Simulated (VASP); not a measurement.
# SnSe (I4/mmm) in VASP: a series of runs

Runs on SnSe. Level: PBEsol. Tasks: single point.

All numbers are computed with VASP 6.6.1; they aren't measurements. Logs are shortened: lines on timing, memory, paths and dates and some standing lists are left out, and cuts for length are marked.

## (1) The cell of the first run

Symmetry: I4/mmm, No. 139, tetragonal system. Conventional cell: a = 4.257 Å, b = 4.257 Å, c = 6.080 Å, α = 90.00°, β = 90.00°, γ = 90.00°. Within 4.0 Å of Sn (site symmetry 4/mmm) lie 6 Se at 3.01 to 3.04 Å. Se (site symmetry 4/mmm) has 6 Sn at 3.01 to 3.04 Å within 4.0 Å.

## (2) Single point, PBEsol (zz strain of +1 %)

INCAR

```
SYSTEM = SnSe
  PREC = Accurate
  ENCUT = 520
  EDIFF = 1E-6
  ISMEAR = -1
  SIGMA = 0.01
  LREAL = .False.
  LASPH = .True.
  NELM = 80
  ALGO = Normal
  ISIF = 2
  LWAVE = .False.
  LCHARG = .False.
  GGA = PS
  NBANDS = 17
```

KPOINTS

```
Automatic mesh
0
Gamma
  7 7 7
  0 0 0
```

POSCAR

```
SnSe
1.0
    0.0000000000      3.0100000000      3.0401000000
    3.0100000000      0.0000000000      3.0401000000
    3.0100000000      3.0100000000      0.0000000000
Sn Se
1 1
Direct
    0.0000000000      0.0000000000      0.0000000000
    0.5000000000      0.5000000000      0.5000000000
```

Potentials or basis: VASP PAW PBE potentials, release 64 (Sn_d, Se).

Started as:

```
$ cat potpaw_PBE.64/Sn_d/POTCAR potpaw_PBE.64/Se/POTCAR > POTCAR
$ mpirun -np 1 vasp_std > vasp.out
```

OUTCAR:

```text
SYSTEM = SnSe
   PREC = Accurate
   ENCUT = 520
   EDIFF = 1E-6
   ISMEAR = -1
   LREAL = .False.
   LASPH = .True.
   NELM = 80
   ISIF = 2
   GGA = PS

 ion  position               nearest neighbor table
   1  0.000  0.000  0.000-   2 3.01   2 3.01   2 3.01   2 3.01   2 3.04   2 3.04
   2  0.500  0.500  0.500-   1 3.01   1 3.01   1 3.01   1 3.01   1 3.04   1 3.04

  LATTYP: Found a body centered tetragonal cell.
 ALAT       =     4.2567828227
 C/A-ratio  =     1.4283556980

  Lattice vectors:

 A1 = (  -3.0100000000,   0.0000000000,   3.0401000000)
 A2 = (   3.0100000000,   0.0000000000,   3.0401000000)
 A3 = (   0.0000000000,   3.0100000000,  -3.0401000000)

Analysis of symmetry for initial positions (statically):
=====================================================================
 Subroutine PRICEL returns:
 Original cell was already a primitive cell.

 Routine SETGRP: Setting up the symmetry group for a
 body centered tetragonal supercell.

 Subroutine GETGRP returns: Found 16 space group operations
 (whereof 16 operations were pure point group operations)
 out of a pool of 16 trial point group operations.

The static configuration has the point symmetry D_4h.

Analysis of symmetry for dynamics (positions and initial velocities):
=====================================================================
 Subroutine PRICEL returns:
 Original cell was already a primitive cell.

 Routine SETGRP: Setting up the symmetry group for a
 body centered tetragonal supercell.

 Subroutine GETGRP returns: Found 16 space group operations
 (whereof 16 operations were pure point group operations)
 out of a pool of 16 trial point group operations.

The dynamic configuration has the point symmetry D_4h.

 Subroutine INISYM returns: Found 16 space group operations
 (whereof 16 operations are pure point group operations),
 and found     1 'primitive' translations

----------------------------------------------------------------------------------------

                                     Primitive cell

  volume of cell :      55.0872

  direct lattice vectors                    reciprocal lattice vectors
     0.000000000  3.010000000  3.040100000    -0.166112957  0.166112957  0.164468274
     3.010000000  0.000000000  3.040100000     0.166112957 -0.166112957  0.164468274
     3.010000000  3.010000000  0.000000000     0.166112957  0.166112957 -0.164468274

  length of vectors
[... 73 lines left out ...]
   PREC   = accura    normal or accurate (medium, high low for compatibility)
   ISTART =      0    job   : 0-new  1-cont  2-samecut
   ICHARG =      2    charge: 1-file 2-atom 10-const
   ISPIN  =      1    spin polarized calculation?
   LNONCOLLINEAR =      F non collinear calculations
   LSORBIT =      F    spin-orbit coupling
   LASPH  =      T    aspherical Exc in radial PAW
   ENCUT  =  520.0 eV  38.22 Ry    6.18 a.u.   7.95  7.95  7.91*2*pi/ulx,y,z
   NELM   =     80;   NELMIN=  2; NELMDL= -5     # of ELM steps
   EDIFF  = 0.1E-05   stopping-criterion for ELM
   LREAL  =      F    real-space projection
   EDIFFG = 0.1E-04   stopping-criterion for IOM
   NSW    =      0    number of steps for IOM
   IBRION =     -1    ionic relax: 0-MD 1-quasi-New 2-CG
   NFREE  =      0    steps in history (QN), initial steepest desc. (CG)
   ISIF   =      2    stress and relaxation
   ISYM   =      2    0-nonsym 1-usesym 2-fastsym
   POTIM  = 0.5000    time-step for ionic-motion
   TEBEG  =    0.0;   TEEND  =   0.0 temperature during run
   PSTRESS=    0.0 pullay stress
   NELECT =      20.0000    total number of electrons
   NUPDOWN=      -1.0000    fix difference up-down
   EMIN   =  10.00;   EMAX   =-10.00  energy-range for DOS
   EFERMI =   0.00;   METHOD = LEGACY
   ISMEAR =    -1;   SIGMA  =   0.01  broadening in eV -4-tet -1-fermi 0-gaus
   EFERMI_NEDOS =   21; number of points for ismear=-14 and -15
   IALGO  =     38    algorithm
   IMIX   =      4    mixing-type and parameters
     AMIX     =   0.40;   BMIX     =  1.00
     AMIX_MAG =   1.60;   BMIX_MAG =  1.00
  volume/ion in A,a.u.               =      27.54       185.87
  Fermi-wavevector in a.u.,A,eV,Ry     =   1.167888  2.206988 18.557836  1.363962
  Thomas-Fermi vector in A             =   2.304382
   LORBIT       =      0    0 simple, 1 ext, 2 COOP (PROOUT), +10 PAW based schemes
   GGA     = PS    functional components
   LHFCALC =     F    Hartree Fock is set to
   AEXX    =    0.0000 exact exchange contribution
   IVDW    =     0    specifies the selected vdW correction
   LEPSILON=     F    determine dielectric tensor
   LRPA    =     F    only Hartree local field effects (RPA)
 non-spin polarized calculation
  energy-cutoff  :      520.00
  volume of cell :       55.09
 maximum number of plane-waves:      1495
   NGX = 15   NGY = 15   NGZ = 15

 number of electron      20.0000002 magnetization

 Free energy of the ion-electron system (eV)
  ---------------------------------------------------
  ext. energy  EPLUGINS =         0.00000000
  ---------------------------------------------------
  free energy    TOTEN  =        -8.96596694 eV

  energy without entropy =       -8.96596694  energy(sigma->0) =       -8.96596694

 E-fermi :   5.4621     XC(G=0):  -9.7313

 val. band max:        5.2487835951   @ k =  -0.2857   0.1429   0.0000
 cond. band min:       5.9461083794   @ k =  -0.2857   0.0000   0.1429
 fundamental gap:      0.6973247842
 Fermi energy:         5.4620635456

 k-point     1 :       0.0000    0.0000    0.0000
  band No.  band energies     occupation
      1     -16.1577      2.00000
      2     -16.1575      2.00000
      3     -16.1575      2.00000
      4     -16.1546      2.00000
      5     -16.1532      2.00000
      6      -8.4775      2.00000
[... 457 lines left out ...]
      4     -16.1480      2.00000
      5     -16.1439      2.00000
      6      -7.4332      2.00000
[... 9 lines left out ...]
     16      15.4139      0.00000
     17      16.8108      0.00000

 [... further k-points ...]
[... 5 lines left out ...]
  --------------------------------------------------------------------------------------
  -------------------------------------------------------------------------------------
  Total       -0.6816020     -0.6816020     -1.0469844      0.0000000     -0.0000000     -0.0000000
  in kB      -19.8239674    -19.8239674    -30.4508874      0.0000000     -0.0000000     -0.0000000
  external PRESSURE =     -23.3662741 kB  Pullay stress =       0.0000000 kB

 VOLUME and BASIS-vectors are now :
 -----------------------------------------------------------------------------
  energy-cutoff  :      520.00
  volume of cell :       55.09
      direct lattice vectors                 reciprocal lattice vectors
     0.000000000  3.010000000  3.040100000    -0.166112957  0.166112957  0.164468274
     3.010000000  0.000000000  3.040100000     0.166112957 -0.166112957  0.164468274
     3.010000000  3.010000000  0.000000000     0.166112957  0.166112957 -0.164468274

 POSITION                                       TOTAL-FORCE (eV/Angst)
 -----------------------------------------------------------------------------------
      0.00000      0.00000      0.00000         0.000000     -0.000000      0.000000
      3.01000      3.01000      3.04010        -0.000000      0.000000      0.000000
 -----------------------------------------------------------------------------------
    total drift:                                0.000000     -0.000000     -0.000000

  FREE ENERGIE OF THE ION-ELECTRON SYSTEM (eV)
  ---------------------------------------------------
  free  energy   TOTEN  =        -8.9659669406 eV

  energy  without entropy=       -8.9659669406  energy(sigma->0) =       -8.96596694
```

OSZICAR:

```text
N       E                     dE             d eps       ncg     rms          rms(c)
DAV:   1     0.127882355201E+03    0.12788E+03   -0.97632E+03  1386   0.141E+03
DAV:   2     0.285566753512E+01   -0.12503E+03   -0.12111E+03  1464   0.339E+02
DAV:   3    -0.884344661432E+01   -0.11699E+02   -0.11620E+02  1755   0.925E+01
DAV:   4    -0.913625181481E+01   -0.29281E+00   -0.29262E+00  1584   0.152E+01
DAV:   5    -0.914492221724E+01   -0.86704E-02   -0.86698E-02  1980   0.259E+00    0.296E+00
DAV:   6    -0.896982401804E+01    0.17510E+00   -0.43007E-01  1993   0.419E+00    0.175E+00
DAV:   7    -0.896604479163E+01    0.37792E-02   -0.71146E-02  1620   0.128E+00    0.846E-01
DAV:   8    -0.896614924489E+01   -0.10445E-03   -0.74814E-03  1670   0.724E-01    0.957E-02
DAV:   9    -0.896593954850E+01    0.20970E-03   -0.14174E-03  1975   0.273E-01    0.448E-02
DAV:  10    -0.896596520112E+01   -0.25653E-04   -0.12364E-04  1629   0.719E-02    0.861E-03
DAV:  11    -0.896596689842E+01   -0.16973E-05   -0.66550E-06  1888   0.194E-02    0.212E-03
DAV:  12    -0.896596694059E+01   -0.42175E-07   -0.25634E-07  1034   0.669E-03
   1 F= -.89659669E+01 E0= -.89659669E+01  d E =-.570810E-11
```

It took 44 s on 1 thread of Intel Xeon 8259CL, shared host; peak memory 0.2 GiB.

Results:

| Quantity | Value |
| --- | --- |
| Free energy | -8.9660 eV |
| Pressure | -2.3 GPa |
| Band gap on the k mesh | 0.70 eV (least direct gap 0.71 eV) |

Levels at points of the mesh, in eV from the valence-band top:
| k point | band 6 | band 7 | band 8 | band 9 | band 10 | band 11 | band 12 | band 13 | band 14 | band 15 |
| --- | --- | --- | --- | --- | --- | --- | --- | --- | --- | --- |
| (0.00, 0.00, 0.00) | -13.73 | -5.06 | -2.10 | -2.10 | -2.01 | 4.18 | 4.41 | 4.41 | 5.85 | 5.92 |

Caveat: the cell differs from its parent crystal (zz strain of +1 %); the PAW data sets were made with another functional, which shifts forces and pressure a little; spin-orbit coupling is left out, which moves the levels of the heavy elements; an odd mesh through Γ misses points on the zone boundary, where band edges can lie.

[end of part 1 of 2]
